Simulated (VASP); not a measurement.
# F (Pm-3m) in VASP: notebook

F is run at these levels: LDA; tasks: single point, relaxation of cell and atoms.

Program: VASP 6.6.1. These are calculated values, not measurements. Logs are shortened: lines on timing, memory, paths and dates and some standing lists are left out, and cuts for length are marked.

### 1 The cell of the first run

The structure is cubic, space group Pm-3m (No. 221). Conventional cell: a = 2.084 Å, b = 2.084 Å, c = 2.084 Å, α = 90.00°, β = 90.00°, γ = 90.00°. Within 2.8 Å of F (site symmetry m-3m) lie 6 F at 2.08 Å.

### 2 Single point, LDA

File INCAR:

```
SYSTEM = F
PREC = Accurate
ENCUT = 520
EDIFF = 1E-7
ISMEAR = -1
SIGMA = 0.08
LREAL = .False.
LASPH = .True.
NELM = 60
ALGO = Normal
ISIF = 2
LWAVE = .False.
LCHARG = .True.
GGA = CA
LELF = .True.
LVHAR = .True.
NBANDS = 10
```

File KPOINTS:

```
regular mesh
0
Gamma
  17 17 17
  0 0 0
```

File POSCAR:

```
F
1.0
    2.0842544779      0.0000000000      0.0000000000
    0.0000000000      2.0842544779      0.0000000000
    0.0000000000      0.0000000000      2.0842544779
F
1
Direct
    0.0000000000      0.0000000000      0.0000000000
```

Potentials or basis: VASP PAW LDA potentials, release 64 (F).

Launch:

```
$ cat potpaw_LDA.64/F/POTCAR > POTCAR
$ mpirun -np 1 vasp_std > vasp.out
```

OUTCAR:

```text
SYSTEM = F
   PREC = Accurate
   ENCUT = 520
   EDIFF = 1E-7
   ISMEAR = -1
   LREAL = .False.
   LASPH = .True.
   NELM = 60
   ISIF = 2
   GGA = CA

 ion  position               nearest neighbor table
   1  0.000  0.000  0.000-

  LATTYP: Found a simple cubic cell.
 ALAT       =     2.0842544779

  Lattice vectors:

 A1 = (   2.0842544779,   0.0000000000,   0.0000000000)
 A2 = (   0.0000000000,   2.0842544779,   0.0000000000)
 A3 = (   0.0000000000,   0.0000000000,   2.0842544779)

Analysis of symmetry for initial positions (statically):
=====================================================================
 Subroutine PRICEL returns:
 Original cell was already a primitive cell.

 Routine SETGRP: Setting up the symmetry group for a
 simple cubic supercell.

 Subroutine GETGRP returns: Found 48 space group operations
 (whereof 48 operations were pure point group operations)
 out of a pool of 48 trial point group operations.

The static configuration has the point symmetry O_h .

Analysis of symmetry for dynamics (positions and initial velocities):
=====================================================================
 Subroutine PRICEL returns:
 Original cell was already a primitive cell.

 Routine SETGRP: Setting up the symmetry group for a
 simple cubic supercell.

 Subroutine GETGRP returns: Found 48 space group operations
 (whereof 48 operations were pure point group operations)
 out of a pool of 48 trial point group operations.

The dynamic configuration has the point symmetry O_h .

 Subroutine INISYM returns: Found 48 space group operations
 (whereof 48 operations are pure point group operations),
 and found     1 'primitive' translations

----------------------------------------------------------------------------------------

                                     Primitive cell

  volume of cell :       9.0542

  direct lattice vectors                    reciprocal lattice vectors
     2.084254478  0.000000000  0.000000000     0.479787862  0.000000000  0.000000000
     0.000000000  2.084254478  0.000000000     0.000000000  0.479787862  0.000000000
     0.000000000  0.000000000  2.084254478     0.000000000  0.000000000  0.479787862

  length of vectors
     2.084254478  2.084254478  2.084254478     0.479787862  0.479787862  0.479787862

  position of ions in fractional coordinates (direct lattice)
     0.000000000  0.000000000  0.000000000

  ion indices of the primitive-cell ions
   primitive index   ion index
                 1           1

----------------------------------------------------------------------------------------

 KPOINTS: regular mesh

Automatic generation of k-mesh.
 Grid dimensions read from file:
 generate k-points for:   17   17   17

 Generating k-lattice:

  Cartesian coordinates                     Fractional coordinates (reciprocal lattice)
     0.028222815  0.000000000  0.000000000     0.058823529  0.000000000  0.000000000
     0.000000000  0.028222815  0.000000000     0.000000000  0.058823529  0.000000000
     0.000000000  0.000000000  0.028222815     0.000000000  0.000000000  0.058823529

  Length of vectors
     0.028222815  0.028222815  0.028222815

  Shift w.r.t. Gamma in fractional coordinates (k-lattice)
     0.000000000  0.000000000  0.000000000

 Subroutine IBZKPT returns following result:
 ===========================================

 Found    165 irreducible k-points:

 Following reciprocal coordinates:
            Coordinates               Weight
  0.000000  0.000000  0.000000      1.000000
  0.058824  0.000000  0.000000      6.000000
  0.117647  0.000000  0.000000      6.000000
  0.176471  0.000000  0.000000      6.000000
  0.235294  0.000000  0.000000      6.000000
  0.294118  0.000000  0.000000      6.000000
[... 16 lines left out ...]
  0.411765  0.117647  0.000000     24.000000
  0.470588  0.117647  0.000000     24.000000
 [... further k-points ...]
   k-points           NKPTS =    165   k-points in BZ     NKDIM =    165   number of bands    NBANDS=     10
   number of dos      NEDOS =    301   number of ions     NIONS =      1
   total plane-waves  NPLWV =   4096
   dimension x,y,z NGX =    16 NGY =   16 NGZ =   16
   dimension x,y,z NGXF=    32 NGYF=   32 NGZF=   32
   ions per type =               1
   NGX,Y,Z   is equivalent  to a cutoff of  12.76, 12.76, 12.76 a.u.
   NGXF,Y,Z  is equivalent  to a cutoff of  25.52, 25.52, 25.52 a.u.
 SYSTEM =  F
   PREC   = accura    normal or accurate (medium, high low for compatibility)
   ISTART =      0    job   : 0-new  1-cont  2-samecut
   ICHARG =      2    charge: 1-file 2-atom 10-const
   ISPIN  =      1    spin polarized calculation?
   LNONCOLLINEAR =      F non collinear calculations
   LSORBIT =      F    spin-orbit coupling
   LASPH  =      T    aspherical Exc in radial PAW
   ENCUT  =  520.0 eV  38.22 Ry    6.18 a.u.   3.88  3.88  3.88*2*pi/ulx,y,z
   NELM   =     60;   NELMIN=  2; NELMDL= -5     # of ELM steps
   EDIFF  = 0.1E-06   stopping-criterion for ELM
   LREAL  =      F    real-space projection
   EDIFFG = 0.1E-05   stopping-criterion for IOM
   NSW    =      0    number of steps for IOM
   IBRION =     -1    ionic relax: 0-MD 1-quasi-New 2-CG
   NFREE  =      0    steps in history (QN), initial steepest desc. (CG)
   ISIF   =      2    stress and relaxation
   ISYM   =      2    0-nonsym 1-usesym 2-fastsym
   POTIM  = 0.5000    time-step for ionic-motion
   TEBEG  =    0.0;   TEEND  =   0.0 temperature during run
   PSTRESS=    0.0 pullay stress
   NELECT =       7.0000    total number of electrons
   NUPDOWN=      -1.0000    fix difference up-down
   EMIN   =  10.00;   EMAX   =-10.00  energy-range for DOS
   EFERMI =   0.00;   METHOD = LEGACY
   ISMEAR =    -1;   SIGMA  =   0.08  broadening in eV -4-tet -1-fermi 0-gaus
   EFERMI_NEDOS =   21; number of points for ismear=-14 and -15
   IALGO  =     38    algorithm
   IMIX   =      4    mixing-type and parameters
     AMIX     =   0.40;   BMIX     =  1.00
     AMIX_MAG =   1.60;   BMIX_MAG =  1.00
  volume/ion in A,a.u.               =       9.05        61.10
  Fermi-wavevector in a.u.,A,eV,Ry     =   1.502531  2.839372 30.716504  2.257599
  Thomas-Fermi vector in A             =   2.613759
   LORBIT       =      0    0 simple, 1 ext, 2 COOP (PROOUT), +10 PAW based schemes
   GGA     = CA    functional components
   LHFCALC =     F    Hartree Fock is set to
   AEXX    =    0.0000 exact exchange contribution
   IVDW    =     0    specifies the selected vdW correction
   LEPSILON=     F    determine dielectric tensor
   LRPA    =     F    only Hartree local field effects (RPA)
 non-spin polarized calculation
  energy-cutoff  :      520.00
  volume of cell :        9.05
 maximum number of plane-waves:       271
 NGX is ok and might be reduce to    16
   NGX =  7   NGY =  7   NGZ =  7

 number of electron       6.9999998 magnetization

 Free energy of the ion-electron system (eV)
  ---------------------------------------------------
  ext. energy  EPLUGINS =         0.00000000
  ---------------------------------------------------
  free energy    TOTEN  =        -1.58185260 eV

  energy without entropy =       -1.55242406  energy(sigma->0) =       -1.56713833

 E-fermi :  -2.0122     XC(G=0): -11.5901

 val. band max:       -2.0133322941   @ k =   0.1176   0.1176   0.0000
 cond. band min:      -2.0048243644   @ k =   0.4706   0.2353   0.1176
 fundamental gap:      0.0085079297
 Fermi energy:        -2.0121755334

 k-point     1 :       0.0000    0.0000    0.0000
  band No.  band energies     occupation
      1     -25.2084      2.00000
      2      -2.1576      1.72056
      3      -2.1576      1.72056
      4      -2.1576      1.72056
      5      10.9339      0.00000
      6      26.9865      0.00000
      7      26.9865      0.00000
      8      40.2935      0.00000
      9      40.2935      0.00000
     10      40.2935      0.00000

 k-point     2 :       0.0588    0.0000    0.0000
  band No.  band energies     occupation
      1     -25.1569      2.00000
      2      -2.3985      1.98414
      3      -2.1388      1.65923
      4      -2.1388      1.65923
      5      11.1040      0.00000
      6      26.9402      0.00000
      7      27.0968      0.00000
      8      40.1887      0.00000
      9      40.1887      0.00000
     10      40.2905      0.00000

 k-point     3 :       0.1176    0.0000    0.0000
  band No.  band energies     occupation
      1     -25.0062      2.00000
      2      -3.0630      2.00000
      3      -2.0847      1.42483
      4      -2.0847      1.42483
      5      11.5791      0.00000
      6      26.7327      0.00000
      7      27.4259      0.00000
      8      39.8772      0.00000
      9      39.8772      0.00000
     10      40.4260      0.00000

 k-point     4 :       0.1765    0.0000    0.0000
  band No.  band energies     occupation
      1     -24.7683      2.00000
      2      -4.0129      2.00000
      3      -2.0020      0.93624
      4      -2.0020      0.93624
      5      12.2864      0.00000
      6      26.2311      0.00000
      7      27.9690      0.00000
      8      39.3788      0.00000
      9      39.3788      0.00000
     10      40.9738      0.00000

 k-point     5 :       0.2353    0.0000    0.0000
  band No.  band energies     occupation
      1     -24.4654      2.00000
      2      -5.0915      2.00000
      3      -1.9009      0.39871
      4      -1.9009      0.39871
      5      13.1549      0.00000
      6      25.3647      0.00000
      7      28.7148      0.00000
      8      38.7439      0.00000
      9      38.7439      0.00000
     10      42.0709      0.00000

 k-point     6 :       0.2941    0.0000    0.0000
  band No.  band energies     occupation
      1     -24.1297      2.00000
      2      -6.1570      2.00000
      3      -1.7947      0.12385
      4      -1.7947      0.12385
      5      14.1421      0.00000
      6      24.2052      0.00000
      7      29.6411      0.00000
      8      38.0646      0.00000
      9      38.0646      0.00000
     10      43.6180      0.00000
[... 183 lines left out ...]
 k-point    21 :       0.2941    0.1176    0.0000
  band No.  band energies     occupation
      1     -23.9427      2.00000
      2      -5.9996      2.00000
      3      -2.5584      1.99784
      4      -1.7292      0.05652
      5      14.4408      0.00000
      6      24.5217      0.00000
      7      29.1224      0.00000
      8      36.2149      0.00000
      9      38.3387      0.00000
     10      44.5741      0.00000

 k-point    22 :       0.3529    0.1176    0.0000
  band No.  band energies     occupation
      1     -23.6231      2.00000
      2      -6.9101      2.00000
      3      -2.4302      1.98929
      4      -1.6344      0.01763
      5      15.3675      0.00000
      6      23.2260      0.00000
      7      30.0583      0.00000
      8      35.4549      0.00000
      9      37.8108      0.00000
     10      44.3064      0.00000

 k-point    23 :       0.4118    0.1176    0.0000
  band No.  band energies     occupation
      1     -23.3667      2.00000
      2      -7.5872      2.00000
      3      -2.3317      1.96380
      4      -1.5622      0.00719
      5      16.2677      0.00000
      6      22.0182      0.00000
      7      31.1015      0.00000
      8      34.4804      0.00000
      9      37.3949      0.00000
     10      43.9118      0.00000

 k-point    24 :       0.4706    0.1176    0.0000
  band No.  band energies     occupation
      1     -23.2227      2.00000
      2      -7.9491      2.00000
      3      -2.2782      1.93060
      4      -1.5232      0.00442
      5      16.9238      0.00000
      6      21.1901      0.00000
      7      32.2024      0.00000
      8      33.3946      0.00000
      9      37.1673      0.00000
     10      43.6554      0.00000

 [... further k-points ...]

------------------------ aborting loop because EDIFF is reached ----------------------------------------

  FORCE on cell =-STRESS in cart. coord.  units (eV):
  Direction    XX          YY          ZZ          XY          YZ          ZX
  --------------------------------------------------------------------------------------
  -------------------------------------------------------------------------------------
  Total       -0.0386774     -0.0386774     -0.0386774      0.0000000      0.0000000      0.0000000
  in kB       -6.8440801     -6.8440801     -6.8440801      0.0000000      0.0000000      0.0000000
  external PRESSURE =      -6.8440801 kB  Pullay stress =       0.0000000 kB

 VOLUME and BASIS-vectors are now :
 -----------------------------------------------------------------------------
  energy-cutoff  :      520.00
  volume of cell :        9.05
      direct lattice vectors                 reciprocal lattice vectors
     2.084254478  0.000000000  0.000000000     0.479787862  0.000000000  0.000000000
     0.000000000  2.084254478  0.000000000     0.000000000  0.479787862  0.000000000
     0.000000000  0.000000000  2.084254478     0.000000000  0.000000000  0.479787862

 POSITION                                       TOTAL-FORCE (eV/Angst)
 -----------------------------------------------------------------------------------
      0.00000      0.00000      0.00000         0.000000      0.000000      0.000000
 -----------------------------------------------------------------------------------
    total drift:                                0.000000      0.000000      0.000000

  FREE ENERGIE OF THE ION-ELECTRON SYSTEM (eV)
  ---------------------------------------------------
  free  energy   TOTEN  =        -1.5818526022 eV

  energy  without entropy=       -1.5524240642  energy(sigma->0) =       -1.56713833
```

Wall time 5 s (1 thread of Intel Xeon 8259CL, shared host); peak memory 0.11 GiB.

Results:

```yaml
Free_energy: -1.5819 eV
Pressure: -0.7 GPa
Band_gap_on_the_k_mesh: zero (an odd number of electrons rules out a gap without spin polarisation)
```

Levels at points of the mesh, in eV from the Fermi level:
| k point | band 1 | band 2 | band 3 | band 4 | band 5 | band 6 | band 7 | band 8 |
| --- | --- | --- | --- | --- | --- | --- | --- | --- |
| (0.00, 0.00, 0.00) | -23.20 | -0.15 | -0.15 | -0.15 | 12.95 | 29.00 | 29.00 | 42.31 |

Caveat: an odd number of electrons without spin polarisation forces a metal; a magnetic or distorted state may lie lower.

[end of part 1 of 2]
